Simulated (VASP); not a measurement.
# AlNi3 (R-3m) in VASP: notebook

AlNi3 is run at these levels: PBEsol; tasks: single point.

Everything below comes from runs of VASP 6.6.1. Logs are shortened: lines on timing, memory, paths and dates and some standing lists are left out, and cuts for length are marked.

**1. The cell of the first run**

The structure is trigonal, space group R-3m (No. 166). The conventional cell has a = 4.118 Å, b = 4.118 Å, c = 9.380 Å, α = 90.00°, β = 90.00°, γ = 120.00°. Within 3.1 Å of Al (site symmetry -3m) lie 14 Ni at 2.34 to 2.85 Å. Ni (site symmetry 3m) has 4 Al at 2.34 to 2.50 Å and 10 Ni at 2.34 to 2.85 Å within 3.1 Å. Within 3.1 Å of Ni (site symmetry -3m) lie 8 Ni at 2.34 to 2.50 Å and 6 Al at 2.85 Å.

**2. Single point, PBEsol (11.48 Å³/atom)**

INCAR

```
SYSTEM = AlNi3
PREC = Accurate
ENCUT = 520
EDIFF = 1E-7
ISMEAR = 0
SIGMA = 0.15
LREAL = .False.
LASPH = .True.
NELM = 60
ALGO = Fast
ISIF = 2
LWAVE = .False.
LCHARG = .False.
GGA = PS
NBANDS = 24
```

KPOINTS

```
regular mesh
0
Gamma
  14 14 14
  0 0 0
```

POSCAR

```
AlNi3
1.0
   -0.1362903746      2.7758971167      2.7758971167
    2.7758971167     -0.1362903746      2.7758971167
    2.7758971167      2.7758971167     -0.1362903746
Al Ni
1 3
Direct
    0.5000000000      0.5000000000      0.5000000000
    0.2500000000      0.2500000000      0.2500000000
    0.0000000000      0.0000000000      0.0000000000
    0.7500000000      0.7500000000      0.7500000000
```

Potentials or basis: VASP PAW PBE potentials, release 64 (Al, Ni).

Launch:

```sh
$ cat potpaw_PBE.64/Al/POTCAR potpaw_PBE.64/Ni/POTCAR > POTCAR
$ mpirun -np 1 vasp_std > vasp.out
```

OUTCAR:

```text
SYSTEM = AlNi3
   PREC = Accurate
   ENCUT = 520
   EDIFF = 1E-7
   ISMEAR = 0
   LREAL = .False.
   LASPH = .True.
   NELM = 60
   ISIF = 2
   GGA = PS

 ion  position               nearest neighbor table
   1  0.500  0.500  0.500-   2 2.34   4 2.34   2 2.50   2 2.50   2 2.50   4 2.50   4 2.50   4 2.50
                             3 2.85   3 2.85   3 2.85   3 2.85   3 2.85   3 2.85
   2  0.250  0.250  0.250-   1 2.34   3 2.34   3 2.50   3 2.50   3 2.50   1 2.50   1 2.50   1 2.50
                             4 2.85   4 2.85   4 2.85   4 2.85   4 2.85   4 2.85
   3  0.000  0.000  0.000-   2 2.34   4 2.34   4 2.50   4 2.50   4 2.50   2 2.50   2 2.50   2 2.50
                             1 2.85   1 2.85   1 2.85   1 2.85   1 2.85   1 2.85
   4  0.750  0.750  0.750-   1 2.34   3 2.34   1 2.50   1 2.50   1 2.50   3 2.50   3 2.50   3 2.50
                             2 2.85   2 2.85   2 2.85   2 2.85   2 2.85   2 2.85

  LATTYP: Found a trigonal (rhomboedric) cell.
 ALAT       =     3.9280764594
 COS(alpha) =     0.4503594078

  Lattice vectors:

 A1 = (  -0.1362903746,   2.7758971167,   2.7758971167)
 A2 = (   2.7758971167,  -0.1362903746,   2.7758971167)
 A3 = (   2.7758971167,   2.7758971167,  -0.1362903746)

Analysis of symmetry for initial positions (statically):
=====================================================================
 Subroutine PRICEL returns:
 Original cell was already a primitive cell.

 Routine SETGRP: Setting up the symmetry group for a
 trigonal (rhombohedral) supercell.

 Subroutine GETGRP returns: Found 12 space group operations
 (whereof 12 operations were pure point group operations)
 out of a pool of 12 trial point group operations.

The static configuration has the point symmetry D_3d.

Analysis of symmetry for dynamics (positions and initial velocities):
=====================================================================
 Subroutine PRICEL returns:
 Original cell was already a primitive cell.

 Routine SETGRP: Setting up the symmetry group for a
 trigonal (rhombohedral) supercell.

 Subroutine GETGRP returns: Found 12 space group operations
 (whereof 12 operations were pure point group operations)
 out of a pool of 12 trial point group operations.

The dynamic configuration has the point symmetry D_3d.

 Subroutine INISYM returns: Found 12 space group operations
 (whereof 12 operations are pure point group operations),
 and found     1 'primitive' translations

----------------------------------------------------------------------------------------

                                     Primitive cell

  volume of cell :      45.9280

  direct lattice vectors                    reciprocal lattice vectors
    -0.136290375  2.775897117  2.775897117    -0.167371315  0.176013170  0.176013170
     2.775897117 -0.136290375  2.775897117     0.176013170 -0.167371315  0.176013170
     2.775897117  2.775897117 -0.136290375     0.176013170  0.176013170 -0.167371315

  length of vectors
     3.928076459  3.928076459  3.928076459     0.299957378  0.299957378  0.299957378

  position of ions in fractional coordinates (direct lattice)
     0.500000000  0.500000000  0.500000000
     0.250000000  0.250000000  0.250000000
     0.000000000  0.000000000  0.000000000
     0.750000000  0.750000000  0.750000000

  ion indices of the primitive-cell ions
   primitive index   ion index
                 1           1
                 2           2
                 3           3
                 4           4

----------------------------------------------------------------------------------------

 KPOINTS: regular mesh

Automatic generation of k-mesh.
 Grid dimensions read from file:
 generate k-points for:   14   14   14

 Generating k-lattice:

  Cartesian coordinates                     Fractional coordinates (reciprocal lattice)
    -0.011955094  0.012572369  0.012572369     0.071428571  0.000000000  0.000000000
     0.012572369 -0.011955094  0.012572369     0.000000000  0.071428571  0.000000000
     0.012572369  0.012572369 -0.011955094     0.000000000  0.000000000  0.071428571

  Length of vectors
     0.021425527  0.021425527  0.021425527

  Shift w.r.t. Gamma in fractional coordinates (k-lattice)
     0.000000000  0.000000000  0.000000000

 Subroutine IBZKPT returns following result:
 ===========================================

 Found    288 irreducible k-points:

 Following reciprocal coordinates:
            Coordinates               Weight
  0.000000  0.000000  0.000000      1.000000
  0.071429 -0.000000 -0.000000      6.000000
  0.142857 -0.000000 -0.000000      6.000000
  0.214286  0.000000 -0.000000      6.000000
  0.285714  0.000000  0.000000      6.000000
  0.357143  0.000000  0.000000      6.000000
[... 16 lines left out ...]
  0.214286  0.142857 -0.000000     12.000000
  0.285714  0.142857 -0.000000     12.000000
 [... further k-points ...]
   k-points           NKPTS =    288   k-points in BZ     NKDIM =    288   number of bands    NBANDS=     24
   number of dos      NEDOS =    301   number of ions     NIONS =      4
   total plane-waves  NPLWV =  27000
   dimension x,y,z NGX =    30 NGY =   30 NGZ =   30
   dimension x,y,z NGXF=    60 NGYF=   60 NGZF=   60
   ions per type =               1   3
   NGX,Y,Z   is equivalent  to a cutoff of  12.70, 12.70, 12.70 a.u.
   NGXF,Y,Z  is equivalent  to a cutoff of  25.39, 25.39, 25.39 a.u.
 SYSTEM =  AlNi3
   PREC   = accura    normal or accurate (medium, high low for compatibility)
   ISTART =      0    job   : 0-new  1-cont  2-samecut
   ICHARG =      2    charge: 1-file 2-atom 10-const
   ISPIN  =      1    spin polarized calculation?
   LNONCOLLINEAR =      F non collinear calculations
   LSORBIT =      F    spin-orbit coupling
   LASPH  =      T    aspherical Exc in radial PAW
   ENCUT  =  520.0 eV  38.22 Ry    6.18 a.u.   7.30  7.30  7.30*2*pi/ulx,y,z
   NELM   =     60;   NELMIN=  2; NELMDL= -5     # of ELM steps
   EDIFF  = 0.1E-06   stopping-criterion for ELM
   LREAL  =      F    real-space projection
   EDIFFG = 0.1E-05   stopping-criterion for IOM
   NSW    =      0    number of steps for IOM
   IBRION =     -1    ionic relax: 0-MD 1-quasi-New 2-CG
   NFREE  =      0    steps in history (QN), initial steepest desc. (CG)
   ISIF   =      2    stress and relaxation
   ISYM   =      2    0-nonsym 1-usesym 2-fastsym
   POTIM  = 0.5000    time-step for ionic-motion
   TEBEG  =    0.0;   TEEND  =   0.0 temperature during run
   PSTRESS=    0.0 pullay stress
   NELECT =      33.0000    total number of electrons
   NUPDOWN=      -1.0000    fix difference up-down
   EMIN   =  10.00;   EMAX   =-10.00  energy-range for DOS
   EFERMI =   0.00;   METHOD = LEGACY
   ISMEAR =     0;   SIGMA  =   0.15  broadening in eV -4-tet -1-fermi 0-gaus
   EFERMI_NEDOS =   21; number of points for ismear=-14 and -15
   IALGO  =     68    algorithm
   IMIX   =      4    mixing-type and parameters
     AMIX     =   0.40;   BMIX     =  1.00
     AMIX_MAG =   1.60;   BMIX_MAG =  1.00
  volume/ion in A,a.u.               =      11.48        77.48
  Fermi-wavevector in a.u.,A,eV,Ry     =   1.466291  2.770889 29.252670  2.150011
  Thomas-Fermi vector in A             =   2.582046
   LORBIT       =      0    0 simple, 1 ext, 2 COOP (PROOUT), +10 PAW based schemes
   GGA     = PS    functional components
   LHFCALC =     F    Hartree Fock is set to
   AEXX    =    0.0000 exact exchange contribution
   IVDW    =     0    specifies the selected vdW correction
   LEPSILON=     F    determine dielectric tensor
   LRPA    =     F    only Hartree local field effects (RPA)
 non-spin polarized calculation
 RMM-DIIS sequential band-by-band and
 Gauss-broadening in eV      SIGMA  =   0.15
  energy-cutoff  :      520.00
  volume of cell :       45.93
 maximum number of plane-waves:      1256
 NGX is ok and might be reduce to    30
   NGX = 15   NGY = 15   NGZ = 15

 number of electron      32.9999969 magnetization

 Free energy of the ion-electron system (eV)
  ---------------------------------------------------
  ext. energy  EPLUGINS =         0.00000000
  ---------------------------------------------------
  free energy    TOTEN  =       -23.88510497 eV

  energy without entropy =      -23.85239143  energy(sigma->0) =      -23.86874820

 E-fermi :   9.2168     XC(G=0): -12.7272

 val. band max:        9.2137159257   @ k =  -0.1429  -0.4286   0.0714
 cond. band min:       9.2174234221   @ k =   0.5000   0.4286   0.3571
 fundamental gap:      0.0037074964
 Fermi energy:         9.2168029056

 k-point     1 :       0.0000    0.0000    0.0000
  band No.  band energies     occupation
      1      -0.6869      2.00000
      2       5.8260      2.00000
      3       5.8260      2.00000
      4       5.8758      2.00000
      5       5.8758      2.00000
      6       6.0124      2.00000
[... 16 lines left out ...]
     23      16.5160      0.00000
     24      17.4668      0.00000

 k-point     2 :       0.0714   -0.0000   -0.0000
  band No.  band energies     occupation
      1      -0.6157      2.00000
      2       5.7626      2.00000
      3       5.8054      2.00000
      4       5.8481      2.00000
      5       5.9712      2.00000
      6       6.0592      2.00000
[... 16 lines left out ...]
     23      16.6568      0.00000
     24      17.4729      0.00000

 k-point     3 :       0.1429   -0.0000   -0.0000
  band No.  band energies     occupation
      1      -0.4032      2.00000
      2       5.7106      2.00000
      3       5.7127      2.00000
      4       5.8065      2.00000
      5       6.1125      2.00000
      6       6.1757      2.00000
[... 16 lines left out ...]
     23      16.8480      0.00000
     24      17.1733      0.00000
[... 514 lines left out ...]
 k-point    23 :       0.2143    0.1429   -0.0000
  band No.  band energies     occupation
      1      -0.0330      2.00000
      2       5.2796      2.00000
      3       5.9445      2.00000
      4       6.0260      2.00000
      5       6.1892      2.00000
      6       6.2188      2.00000
[... 16 lines left out ...]
     23      16.7353      0.00000
     24      18.2892      0.00000

 k-point    24 :       0.2857    0.1429   -0.0000
  band No.  band energies     occupation
      1       0.3622      2.00000
      2       5.0763      2.00000
      3       5.7956      2.00000
      4       6.0643      2.00000
      5       6.3091      2.00000
      6       6.3737      2.00000
[... 16 lines left out ...]
     23      16.7857      0.00000
     24      18.5115      0.00000

 [... further k-points ...]

------------------------ aborting loop because EDIFF is reached ----------------------------------------

  FORCE on cell =-STRESS in cart. coord.  units (eV):
  Direction    XX          YY          ZZ          XY          YZ          ZX
  --------------------------------------------------------------------------------------
  -------------------------------------------------------------------------------------
  Total       -2.0201789     -2.0201789     -2.0201789      2.0732201      2.0732201      2.0732201
  in kB      -70.4730199    -70.4730199    -70.4730199     72.3233381     72.3233381     72.3233381
  external PRESSURE =     -70.4730199 kB  Pullay stress =       0.0000000 kB

 VOLUME and BASIS-vectors are now :
 -----------------------------------------------------------------------------
  energy-cutoff  :      520.00
  volume of cell :       45.93
      direct lattice vectors                 reciprocal lattice vectors
    -0.136290375  2.775897117  2.775897117    -0.167371315  0.176013170  0.176013170
     2.775897117 -0.136290375  2.775897117     0.176013170 -0.167371315  0.176013170
     2.775897117  2.775897117 -0.136290375     0.176013170  0.176013170 -0.167371315

 POSITION                                       TOTAL-FORCE (eV/Angst)
 -----------------------------------------------------------------------------------
      2.70775      2.70775      2.70775        -0.000000      0.000000      0.000000
      1.35388      1.35388      1.35388         0.050698      0.050698      0.050698
      0.00000      0.00000      0.00000         0.000000      0.000000      0.000000
      4.06163      4.06163      4.06163        -0.050698     -0.050698     -0.050698
 -----------------------------------------------------------------------------------
    total drift:                                0.000000     -0.000000      0.000000

  FREE ENERGIE OF THE ION-ELECTRON SYSTEM (eV)
  ---------------------------------------------------
  free  energy   TOTEN  =       -23.8851049701 eV

  energy  without entropy=      -23.8523914255  energy(sigma->0) =      -23.86874820
```

Wall time 4.3 min (1 thread of AMD EPYC 9R45 (Zen 5), shared host); peak memory 0.34 GiB.

What came out:

| Quantity | Value |
| --- | --- |
| Free energy | -23.8851 eV |
| Pressure | -7.0 GPa |
| Largest force | 0.088 eV/Å |
| Band gap on the k mesh | zero (an odd number of electrons rules out a gap without spin polarisation) |

Forces on the atoms (eV/Å):
```
Al   0.000  0.000  0.000
Ni   0.051  0.051  0.051
Ni   0.000  0.000  0.000
Ni  -0.051 -0.051 -0.051
```

Caveat: the cell stands under tension; the PAW data sets were made with another functional, which shifts forces and pressure a little.

**3. Single point, PBEsol (11.48 Å³/atom)**

INCAR

```
ALGO     = Fast           # electronic algorithm
EDIFF    = 1E-6           # SCF threshold, eV
ENCUT    = 520            # plane-wave cutoff, eV
GGA      = PS             # functional
ISIF     = 2              # what is computed and relaxed
ISMEAR   = 0              # smearing method
LASPH    = True           # aspherical terms in the spheres
LCHARG   = False          # write CHGCAR
LREAL    = False          # projectors in reciprocal space
LWAVE    = False          # write WAVECAR
NBANDS   = 24             # bands
NELM     = 80             # most SCF steps
PREC     = Accurate       # precision mode
SIGMA    = 0.15           # smearing width, eV
```

KPOINTS

```
k-points
0
Gamma
  14 14 14
```

POSCAR

```
AlNi3
1.0
    0.1396372864      2.9138880090      2.9138880090
    2.9138880090      0.1396372864      2.9138880090
    2.9138880090      2.9138880090      0.1396372864
Al Ni
1 3
Direct
    0.5000000000      0.5000000000      0.5000000000
    0.2500000000      0.2500000000      0.2500000000
    0.0000000000      0.0000000000      0.0000000000
    0.7500000000      0.7500000000      0.7500000000
```

Potentials or basis: VASP PAW PBE potentials, release 64 (Al, Ni).

Launch:

```sh
$ cat potpaw_PBE.64/Al/POTCAR potpaw_PBE.64/Ni/POTCAR > POTCAR
$ mpirun -np 1 vasp_std > vasp.out
```

Run time: 3.3 min. Hardware: 1 thread of AMD EPYC 9R45 (Zen 5), shared host; peak memory 0.35 GiB.

It converged, with:

| Item | Value |
| --- | --- |
| Free energy | -23.9097 eV |
| Pressure | -7.3 GPa |
| Largest force | 0.056 eV/Å |
| Band gap on the k mesh | zero (an odd number of electrons rules out a gap without spin polarisation) |

Forces in eV/Å, atoms in the order of the input:
```
Al   0.000  0.000  0.000
Ni  -0.033 -0.033 -0.033
Ni   0.000  0.000  0.000
Ni   0.033  0.033  0.033
```

Stress tensor (GPa, compression positive):
```
-7.27 -5.47 -5.47
-5.47 -7.27 -5.47
-5.47 -5.47 -7.27
```

Levels at points of the mesh, in eV from the Fermi level:
| k point | band 14 | band 15 | band 16 | band 17 | band 18 | band 19 |
| --- | --- | --- | --- | --- | --- | --- |
| (0.00, 0.00, 0.00) | -0.54 | -0.45 | -0.45 | 4.44 | 5.14 | 5.66 |
| (0.50, 0.00, 0.00) | -0.55 | -0.47 | -0.41 | -0.14 | 3.88 | 4.21 |
| (0.50, 0.50, 0.00) | -0.71 | -0.57 | -0.43 | -0.30 | -0.28 | -0.05 |
| (0.50, 0.50, 0.50) | -0.53 | -0.45 | -0.45 | -0.15 | 4.65 | 4.65 |

Caveat: the cell stands under tension; the PAW data sets were made with another functional, which shifts forces and pressure a little.

**4. Single point, PBEsol (11.48 Å³/atom)**

INCAR

```
SYSTEM = AlNi3
  PREC = Accurate
  ENCUT = 520
  EDIFF = 1E-6
  ISMEAR = 0
  SIGMA = 0.15
  LREAL = .False.
  LASPH = .True.
  NELM = 80
  ALGO = Fast
  ISIF = 2
  LWAVE = .False.
  LCHARG = .False.
  GGA = PS
  NBANDS = 24
```

KPOINTS

```
regular mesh
0
Gamma
  14 14 14
  0 0 0
```

POSCAR

```
AlNi3
1.0
   -0.2695310996      2.7142080099      2.7142080099
    2.7142080099     -0.2695310996      2.7142080099
    2.7142080099      2.7142080099     -0.2695310996
Al Ni
1 3
Direct
    0.5000000000      0.5000000000      0.5000000000
    0.2500000000      0.2500000000      0.2500000000
    0.0000000000      0.0000000000      0.0000000000
    0.7500000000      0.7500000000      0.7500000000
```

Launch:

```sh
$ cat potpaw_PBE.64/Al/POTCAR potpaw_PBE.64/Ni/POTCAR > POTCAR
$ mpirun -np 1 vasp_std > vasp.out
```

Run time: 3.1 min. Hardware: 1 thread of AMD EPYC 9R45 (Zen 5), shared host; peak memory 0.34 GiB.

Results (log left out):

* Free energy: -23.3993 eV
* Pressure: -3.1 GPa
* Largest force: 0.203 eV/Å
* Band gap on the k mesh: zero (an odd number of electrons rules out a gap without spin polarisation)

Forces in eV/Å, atoms in the order of the input:
```
Al   0.000  0.000  0.000
Ni   0.117  0.117  0.117
Ni   0.000  0.000  0.000
Ni  -0.117 -0.117 -0.117
```

Stress tensor (GPa, compression positive):
```
-3.07 16.36 16.36
16.36 -3.07 16.36
16.36 16.36 -3.07
```

Levels at points of the mesh, in eV from the Fermi level:
| k point | band 14 | band 15 | band 16 | band 17 | band 18 | band 19 |
| --- | --- | --- | --- | --- | --- | --- |
| (0.00, 0.00, 0.00) | -0.59 | -0.39 | -0.39 | 4.75 | 4.75 | 5.12 |
| (0.50, 0.00, 0.00) | -0.60 | -0.42 | -0.37 | -0.13 | 4.26 | 4.39 |
| (0.50, 0.50, 0.00) | -0.57 | -0.48 | -0.37 | -0.32 | -0.17 | -0.06 |
| (0.50, 0.50, 0.50) | -0.83 | -0.35 | -0.35 | -0.13 | 3.47 | 3.47 |

Caveat: the cell stands under tension; the PAW data sets were made with another functional, which shifts forces and pressure a little.

**5. Single point, PBEsol (11.48 Å³/atom)**

INCAR

```
ALGO = Fast ; EDIFF = 1E-7
ENCUT = 520 ; GGA = PS
ISIF = 2 ; ISMEAR = 0
LASPH = True ; LCHARG = False
LREAL = False ; LWAVE = False
NBANDS = 24 ; NELM = 60
PREC = Accurate ; SIGMA = 0.15
```

KPOINTS

```
k-points
0
Gamma
  14 14 14
```

POSCAR

```
AlNi3
1.0
    0.2828698575      2.9906221625      2.9906221625
    2.9906221625      0.2828698575      2.9906221625
    2.9906221625      2.9906221625      0.2828698575
Al Ni
1 3
Direct
    0.5000000000      0.5000000000      0.5000000000
    0.2500000000      0.2500000000      0.2500000000
    0.0000000000      0.0000000000      0.0000000000
    0.7500000000      0.7500000000      0.7500000000
```

Launch:

```sh
$ cat potpaw_PBE.64/Al/POTCAR potpaw_PBE.64/Ni/POTCAR > POTCAR
$ mpirun -np 1 vasp_std > vasp.out
```

Wall time 3.4 min (1 thread of AMD EPYC 9R45 (Zen 5), shared host); peak memory 0.36 GiB.

The run converged. Its results:

* Free energy: -23.5958 eV
* Pressure: -4.6 GPa
* Largest force: 0.078 eV/Å
* Band gap on the k mesh: zero (an odd number of electrons rules out a gap without spin polarisation)

Forces on the atoms (eV/Å):
```
Al   0.000  0.000  0.000
Ni  -0.045 -0.045 -0.045
Ni   0.000  0.000  0.000
Ni   0.045  0.045  0.045
```

Stress tensor (GPa, compression positive):
```
-4.55 -9.31 -9.31
-9.31 -4.55 -9.31
-9.31 -9.31 -4.55
```

Levels at points of the mesh, in eV from the Fermi level:
```tsv
k point	band 13	band 14	band 15	band 16	band 17	band 18	band 19	band 20
(0.00, 0.00, 0.00)	-0.58	-0.58	-0.36	-0.36	3.48	4.34	6.04	6.04
(0.50, 0.00, 0.00)	-0.84	-0.48	-0.48	-0.40	-0.13	3.43	3.92	4.24
(0.50, 0.50, 0.00)	-0.69	-0.59	-0.51	-0.38	-0.25	-0.22	-0.05	3.48
(0.50, 0.50, 0.50)	-0.51	-0.51	-0.36	-0.36	-0.15	5.10	5.10	5.40
```

Caveat: the cell stands under tension; the PAW data sets were made with another functional, which shifts forces and pressure a little.

**6. Overview**

```tsv
cell	further INCAR settings	gap on the mesh (eV)	pressure (GPa)	largest force (eV/Å)
a = 3.928 Å, angles 63.2°, 4 atoms	ALGO = Fast; EDIFF = 1e-07; NBANDS = 24	none	-7.0	0.09
a = 4.123 Å, angles 56.8°, 4 atoms	ALGO = Fast; EDIFF = 1e-06; NBANDS = 24	none	-7.3	0.06
a = 3.848 Å, angles 66.5°, 4 atoms	ALGO = Fast; EDIFF = 1e-06; NBANDS = 24	none	-3.1	0.20
a = 4.239 Å, angles 53.7°, 4 atoms	ALGO = Fast; EDIFF = 1e-07; NBANDS = 24	none	-4.6	0.08
```

Alike in all rows: task single point; level PBEsol; potentials or basis VASP PAW PBE potentials, release 64 (Al, Ni); no spin polarisation; k mesh 14 × 14 × 14; cutoff (eV) 520; smearing gaussian 0.15 eV.

Caveats: the cell stands under tension; the PAW data sets were made with another functional, which shifts forces and pressure a little.

Absolute energies hang on the potentials; compare differences alone.
